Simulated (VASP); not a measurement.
Ir, 1 atom in the cell. The structure is cubic, space group Fm-3m (No. 225). The conventional cell has a = 3.843 Å, b = 3.843 Å, c = 3.843 Å, α = 90.00°, β = 90.00°, γ = 90.00°. Within 3.6 Å of Ir (site symmetry m-3m) lie 12 Ir at 2.72 Å. 

- Program: VASP 6.6.1
- Task: single point
- Functional: r2SCAN
- Potentials or basis: VASP PAW PBE potentials, release 64 (Ir)
- Cutoff: 520 eV
- k mesh: 9 × 9 × 9
- Occupations: fermi-dirac, width 0.1 eV
- Spin: no spin polarisation
- Dipole correction: no
- Further INCAR settings: ALGO = Normal; EDIFF = 1e-07; NBANDS = 10

Potentials or basis: VASP PAW PBE potentials, release 64 (Ir).

Launch:

```console
$ cat potpaw_PBE.64/Ir/POTCAR > POTCAR
$ cp INCAR.step1 INCAR
$ mpirun -np 1 vasp_std > vasp.out
$ cp INCAR.step2 INCAR
$ mpirun -np 1 vasp_std > vasp.out
```

Hardware: 1 thread of AMD EPYC 7R13 (shared host).

Question: How long does it take, and how much memory?

Answer: Run time: 49 s on 1 thread of AMD EPYC 7R13 (shared host), peak memory 0.13 GiB. Counts: k points 35.
